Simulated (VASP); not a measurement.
# BAs (F-43m) in VASP: single point with PBE-based global hybrid

Aim: the single point of BAs with PBE-based global hybrid.

Everything below comes from runs of VASP 6.6.1. Logs are shortened: lines on timing, memory, paths and dates and some standing lists are left out, and cuts for length are marked.

## 1. The cell of the first run

Symmetry: F-43m, No. 216, cubic system. The conventional cell has a = 4.784 Å, b = 4.784 Å, c = 4.784 Å, α = 90.00°, β = 90.00°, γ = 90.00°. Within 2.7 Å of B (site symmetry -43m) lie 4 As at 2.07 Å. As (site symmetry -43m) has 4 B at 2.07 Å within 2.7 Å.

## 2. Single point, PBE-based global hybrid

POSCAR reads:

```
BAs
1.0
    0.0000000000      2.3918676038      2.3918676038
    2.3918676038      0.0000000000      2.3918676038
    2.3918676038      2.3918676038      0.0000000000
B As
1 1
Direct
    0.0000000000      0.0000000000      0.0000000000
    0.2500000000      0.2500000000      0.2500000000
```

INCAR.step1 reads:

```
  PREC = Accurate
  ENCUT = 520
  EDIFF = 1E-5
  ISMEAR = 0
  SIGMA = 0.01
  LREAL = False
  LASPH = True
  NELM = 120
  ALGO = Normal
  ISIF = 2
  LWAVE = True
  LCHARG = False
  NBANDS = 16
  GGA = PE
  GGA_COMPAT = False
```

INCAR.step2 reads:

```
  PREC = Accurate
  ENCUT = 520
  EDIFF = 1E-6
  ISMEAR = 0
  SIGMA = 0.01
  LREAL = False
  LASPH = True
  NELM = 120
  ALGO = Normal
  ISIF = 2
  LWAVE = False
  LCHARG = False
  GGA = PE
  LHFCALC = True
  AEXX = 0.75
  PRECFOCK = Normal
  NBANDS = 16
  ISTART = 1
  GGA_COMPAT = False
```

KPOINTS reads:

```
Automatic mesh
0
Gamma
  4 4 4
```

Potentials or basis: VASP PAW PBE potentials, release 64 (B, As_d).

The run is started by

```sh
> cat potpaw_PBE.64/B/POTCAR potpaw_PBE.64/As_d/POTCAR > POTCAR
> cp INCAR.step1 INCAR
> mpirun -np 1 vasp_std > vasp.out
> cp INCAR.step2 INCAR
> mpirun -np 1 vasp_std > vasp.out
```

OUTCAR:

```text
PREC = Accurate
   ENCUT = 520
   EDIFF = 1E-6
   ISMEAR = 0
   LREAL = False
   LASPH = True
   NELM = 120
   ISIF = 2
   GGA = PE
   LHFCALC = True
   AEXX = 0.75
   PRECFOCK = Normal
   ISTART = 1

 ion  position               nearest neighbor table
   1  0.000  0.000  0.000-   2 2.07   2 2.07   2 2.07   2 2.07
   2  0.250  0.250  0.250-   1 2.07   1 2.07   1 2.07   1 2.07

  LATTYP: Found a face centered cubic cell.
 ALAT       =     4.7837352076

  Lattice vectors:

 A1 = (   0.0000000000,   2.3918676038,   2.3918676038)
 A2 = (   2.3918676038,   0.0000000000,   2.3918676038)
 A3 = (   2.3918676038,   2.3918676038,   0.0000000000)

Analysis of symmetry for initial positions (statically):
=====================================================================
 Subroutine PRICEL returns:
 Original cell was already a primitive cell.

 Routine SETGRP: Setting up the symmetry group for a
 face centered cubic supercell.

 Subroutine GETGRP returns: Found 24 space group operations
 (whereof 24 operations were pure point group operations)
 out of a pool of 48 trial point group operations.

The static configuration has the point symmetry T_d .

Analysis of symmetry for dynamics (positions and initial velocities):
=====================================================================
 Subroutine PRICEL returns:
 Original cell was already a primitive cell.

 Routine SETGRP: Setting up the symmetry group for a
 face centered cubic supercell.

 Subroutine GETGRP returns: Found 24 space group operations
 (whereof 24 operations were pure point group operations)
 out of a pool of 48 trial point group operations.

The dynamic configuration has the point symmetry T_d .

 Subroutine INISYM returns: Found 24 space group operations
 (whereof 24 operations are pure point group operations),
 and found     1 'primitive' translations

----------------------------------------------------------------------------------------

                                     Primitive cell

  volume of cell :      27.3679

  direct lattice vectors                    reciprocal lattice vectors
     0.000000000  2.391867604  2.391867604    -0.209041671  0.209041671  0.209041671
     2.391867604  0.000000000  2.391867604     0.209041671 -0.209041671  0.209041671
     2.391867604  2.391867604  0.000000000     0.209041671  0.209041671 -0.209041671

  length of vectors
     3.382611605  3.382611605  3.382611605     0.362070795  0.362070795  0.362070795

  position of ions in fractional coordinates (direct lattice)
     0.000000000  0.000000000  0.000000000
     0.250000000  0.250000000  0.250000000

  ion indices of the primitive-cell ions
   primitive index   ion index
                 1           1
                 2           2

----------------------------------------------------------------------------------------

 KPOINTS: Automatic mesh

Automatic generation of k-mesh.
 Grid dimensions read from file:
 generate k-points for:    4    4    4

 Generating k-lattice:

  Cartesian coordinates                     Fractional coordinates (reciprocal lattice)
    -0.052260418  0.052260418  0.052260418     0.250000000  0.000000000  0.000000000
     0.052260418 -0.052260418  0.052260418     0.000000000  0.250000000  0.000000000
     0.052260418  0.052260418 -0.052260418     0.000000000  0.000000000  0.250000000

  Length of vectors
     0.090517699  0.090517699  0.090517699

  Shift w.r.t. Gamma in fractional coordinates (k-lattice)
     0.000000000  0.000000000  0.000000000

 Subroutine IBZKPT returns following result:
 ===========================================

 Found      8 irreducible k-points:

 Following reciprocal coordinates:
            Coordinates               Weight
  0.000000  0.000000  0.000000      1.000000
  0.250000  0.000000  0.000000      8.000000
  0.500000  0.000000  0.000000      4.000000
  0.250000  0.250000  0.000000      6.000000
  0.500000  0.250000  0.000000     24.000000
 -0.250000  0.250000  0.000000     12.000000
  0.500000  0.500000  0.000000      3.000000
 -0.250000  0.500000  0.250000      6.000000
   k-points           NKPTS =      8   k-points in BZ     NKDIM =     64   number of bands    NBANDS=     16
   number of dos      NEDOS =    301   number of ions     NIONS =      2
   total plane-waves  NPLWV =  21952
   dimension x,y,z NGX =    28 NGY =   28 NGZ =   28
   dimension x,y,z NGXF=    56 NGYF=   56 NGZF=   56
   ions per type =               1   1
   NGX,Y,Z   is equivalent  to a cutoff of  13.76, 13.76, 13.76 a.u.
   NGXF,Y,Z  is equivalent  to a cutoff of  27.52, 27.52, 27.52 a.u.
 SYSTEM =  unknown system
   PREC   = accura    normal or accurate (medium, high low for compatibility)
   ISTART =      1    job   : 0-new  1-cont  2-samecut
   ICHARG =      0    charge: 1-file 2-atom 10-const
   ISPIN  =      1    spin polarized calculation?
   LNONCOLLINEAR =      F non collinear calculations
   LSORBIT =      F    spin-orbit coupling
   LASPH  =      T    aspherical Exc in radial PAW
   ENCUT  =  520.0 eV  38.22 Ry    6.18 a.u.   6.29  6.29  6.29*2*pi/ulx,y,z
   NELM   =    120;   NELMIN=  2; NELMDL=  0     # of ELM steps
   EDIFF  = 0.1E-05   stopping-criterion for ELM
   LREAL  =      F    real-space projection
   EDIFFG = 0.1E-04   stopping-criterion for IOM
   NSW    =      0    number of steps for IOM
   IBRION =     -1    ionic relax: 0-MD 1-quasi-New 2-CG
   NFREE  =      0    steps in history (QN), initial steepest desc. (CG)
   ISIF   =      2    stress and relaxation
   ISYM   =      3    0-nonsym 1-usesym 2-fastsym
   POTIM  = 0.5000    time-step for ionic-motion
   TEBEG  =    0.0;   TEEND  =   0.0 temperature during run
   PSTRESS=    0.0 pullay stress
   NELECT =      18.0000    total number of electrons
   NUPDOWN=      -1.0000    fix difference up-down
   EMIN   =  10.00;   EMAX   =-10.00  energy-range for DOS
   EFERMI =   0.00;   METHOD = LEGACY
   ISMEAR =     0;   SIGMA  =   0.01  broadening in eV -4-tet -1-fermi 0-gaus
   EFERMI_NEDOS =   21; number of points for ismear=-14 and -15
   IALGO  =     38    algorithm
   IMIX   =      1    mixing-type and parameters
     AMIX     =   0.40;   BMIX     =  1.00
     AMIX_MAG =   1.60;   BMIX_MAG =  1.00
  volume/ion in A,a.u.               =      13.68        92.34
  Fermi-wavevector in a.u.,A,eV,Ry     =   1.423700  2.690403 27.577950  2.026922
  Thomas-Fermi vector in A             =   2.544270
   LORBIT       =      0    0 simple, 1 ext, 2 COOP (PROOUT), +10 PAW based schemes
   GGA     = PE    functional components
   LHFCALC =     T    Hartree Fock is set to
   PRECFOCK=normal    Normal, Fast or Accurate (Low or Medium for compatibility)
   ENCUT4O =  -1.0   cutoff for four orbital integrals eV
   NKREDX  =     1    reduce k-point grid by
   NKREDY  =     1    reduce k-point grid by
   NKREDZ  =     1    reduce k-point grid by
   AEXX    =    0.7500 exact exchange contribution
   HFSCREEN=    0.0000 screening length (either q_TF or 0.3 A-1)
   HFSCREENC=   0.0000 screening length for correlation (either q_TF or 0.3 A-1)
   ENCUTFOCK=  -1.0 apply spherical cutoff to Coloumb kernel
   IVDW    =     0    specifies the selected vdW correction
   LEPSILON=     F    determine dielectric tensor
   LRPA    =     F    only Hartree local field effects (RPA)
 non-spin polarized calculation
 Gauss-broadening in eV      SIGMA  =   0.01
  energy-cutoff  :      520.00
  volume of cell :       27.37
 maximum number of plane-waves:       754
 NGX is ok and might be reduce to    28
  NGX = 20; NGY = 20; NGZ = 20

 number of electron      18.0000010 magnetization

 Free energy of the ion-electron system (eV)
  ---------------------------------------------------
  ext. energy  EPLUGINS =         0.00000000
  ---------------------------------------------------
  free energy    TOTEN  =       -20.20709404 eV

  energy without entropy =      -20.20709404  energy(sigma->0) =      -20.20709404

 E-fermi :   2.3183     XC(G=0):  -4.0561

 val. band max:        2.2434983932   @ k =   0.0000   0.0000   0.0000
 cond. band min:       8.1982213654   @ k =   0.5000   0.5000   0.0000
 fundamental gap:      5.9547229722
 Fermi energy:         2.3183080610

 k-point     1 :       0.0000    0.0000    0.0000
  band No.  band energies     occupation
      1     -44.1833      2.00000
      2     -44.1832      2.00000
      3     -44.1832      2.00000
      4     -44.1498      2.00000
      5     -44.1498      2.00000
      6     -17.6550      2.00000
      7       2.2435      2.00000
      8       2.2435      2.00000
      9       2.2435      2.00000
     10      10.6593      0.00000
     11      10.6593      0.00000
     12      10.6593      0.00000
     13      13.1291      0.00000
     14      17.3296      0.00000
     15      21.3966      0.00000
     16      21.3966      0.00000

 k-point     2 :       0.2500    0.0000    0.0000
  band No.  band energies     occupation
      1     -44.1814      2.00000
      2     -44.1797      2.00000
      3     -44.1797      2.00000
      4     -44.1494      2.00000
      5     -44.1494      2.00000
      6     -16.3479      2.00000
      7      -3.9407      2.00000
      8       0.8658      2.00000
      9       0.8658      2.00000
     10      10.5680      0.00000
     11      12.3070      0.00000
     12      12.3070      0.00000
     13      16.4655      0.00000
     14      19.3039      0.00000
     15      19.3193      0.00000
     16      19.3193      0.00000

 k-point     3 :       0.5000    0.0000    0.0000
  band No.  band energies     occupation
      1     -44.1795      2.00000
      2     -44.1768      2.00000
      3     -44.1768      2.00000
      4     -44.1484      2.00000
      5     -44.1484      2.00000
      6     -13.8382      2.00000
      7      -9.1697      2.00000
      8      -0.0442      2.00000
      9      -0.0442      2.00000
     10      10.1491      0.00000
     11      12.3562      0.00000
     12      12.3562      0.00000
     13      16.9317      0.00000
     14      21.5552      0.00000
     15      23.6563      0.00000
     16      23.6563      0.00000

 k-point     4 :       0.2500    0.2500    0.0000
  band No.  band energies     occupation
      1     -44.1856      2.00000
      2     -44.1756      2.00000
      3     -44.1756      2.00000
      4     -44.1523      2.00000
      5     -44.1473      2.00000
      6     -15.8947      2.00000
      7      -2.8820      2.00000
      8      -1.0899      2.00000
      9      -1.0899      2.00000
     10       8.5954      0.00000
     11      12.0231      0.00000
     12      15.7477      0.00000
     13      15.7477      0.00000
     14      19.0230      0.00000
     15      22.4242      0.00000
     16      23.1786      0.00000

 k-point     5 :       0.5000    0.2500    0.0000
  band No.  band energies     occupation
      1     -44.1829      2.00000
      2     -44.1729      2.00000
      3     -44.1721      2.00000
      4     -44.1520      2.00000
      5     -44.1468      2.00000
      6     -13.2923      2.00000
      7      -7.7971      2.00000
      8      -3.6196      2.00000
      9      -1.7445      2.00000
     10       9.4488      0.00000
     11      13.7144      0.00000
     12      15.9199      0.00000
     13      16.2919      0.00000
     14      21.0632      0.00000
     15      24.0314      0.00000
     16      24.7047      0.00000

 k-point     6 :      -0.2500    0.2500    0.0000
  band No.  band energies     occupation
      1     -44.1796      2.00000
      2     -44.1762      2.00000
      3     -44.1755      2.00000
      4     -44.1497      2.00000
      5     -44.1489      2.00000
      6     -14.3312      2.00000
      7      -6.3239      2.00000
      8      -4.0606      2.00000
      9      -0.1811      2.00000
     10      10.9241      0.00000
     11      14.2660      0.00000
     12      14.9173      0.00000
     13      15.7771      0.00000
     14      18.1954      0.00000
     15      20.9651      0.00000
     16      24.8460      0.00000

 k-point     7 :       0.5000    0.5000    0.0000
  band No.  band energies     occupation
      1     -44.1878      2.00000
      2     -44.1680      2.00000
      3     -44.1680      2.00000
      4     -44.1552      2.00000
      5     -44.1448      2.00000
      6     -11.9460      2.00000
      7      -9.0613      2.00000
      8      -2.9319      2.00000
      9      -2.9319      2.00000
     10       8.1982      0.00000
     11       8.3448      0.00000
     12      21.0038      0.00000
     13      21.0038      0.00000
     14      22.3419      0.00000
     15      26.7116      0.00000
     16      26.7237      0.00000

 k-point     8 :      -0.2500    0.5000    0.2500
  band No.  band energies     occupation
      1     -44.1805      2.00000
      2     -44.1754      2.00000
      3     -44.1682      2.00000
      4     -44.1524      2.00000
      5     -44.1472      2.00000
      6     -11.7253      2.00000
      7      -8.5090      2.00000
      8      -4.5571      2.00000
      9      -4.2040      2.00000
     10      12.7567      0.00000
     11      14.1942      0.00000
     12      14.3737      0.00000
     13      15.2618      0.00000
     14      21.7829      0.00000
     15      24.9264      0.00000
     16      24.9271      0.00000

------------------------ aborting loop because EDIFF is reached ----------------------------------------

  FORCE on cell =-STRESS in cart. coord.  units (eV):
  Direction    XX          YY          ZZ          XY          YZ          ZX
  --------------------------------------------------------------------------------------
  -------------------------------------------------------------------------------------
  Total       -1.2446865     -1.2446865     -1.2446865     -0.0000000      0.0000000      0.0000000
  in kB      -72.8667082    -72.8667082    -72.8667082     -0.0000000      0.0000000      0.0000000
  external PRESSURE =     -72.8667082 kB  Pullay stress =       0.0000000 kB

 VOLUME and BASIS-vectors are now :
 -----------------------------------------------------------------------------
  energy-cutoff  :      520.00
  volume of cell :       27.37
      direct lattice vectors                 reciprocal lattice vectors
     0.000000000  2.391867604  2.391867604    -0.209041671  0.209041671  0.209041671
     2.391867604  0.000000000  2.391867604     0.209041671 -0.209041671  0.209041671
     2.391867604  2.391867604  0.000000000     0.209041671  0.209041671 -0.209041671

 POSITION                                       TOTAL-FORCE (eV/Angst)
 -----------------------------------------------------------------------------------
      0.00000      0.00000      0.00000        -0.000000     -0.000000     -0.000000
      1.19593      1.19593      1.19593         0.000000      0.000000      0.000000
 -----------------------------------------------------------------------------------
    total drift:                               -0.000016     -0.000040     -0.000036

  FREE ENERGIE OF THE ION-ELECTRON SYSTEM (eV)
  ---------------------------------------------------
  free  energy   TOTEN  =       -20.2070940367 eV

  energy  without entropy=      -20.2070940367  energy(sigma->0) =      -20.20709404
```

It took 5.8 min on 1 thread of Intel Xeon Platinum 8488C (Sapphire Rapids), shared host; peak memory 0.16 GiB.

What came out:

| Property | Result |
| --- | --- |
| Free energy | -20.2071 eV |
| Pressure | -7.3 GPa |
| Band gap on the k mesh | 5.95 eV, indirect (least direct gap 8.42 eV) |

Caveat: the k points lie up to 0.57 Å⁻¹ apart; the PAW data sets were made with another functional, which shifts forces and pressure a little.
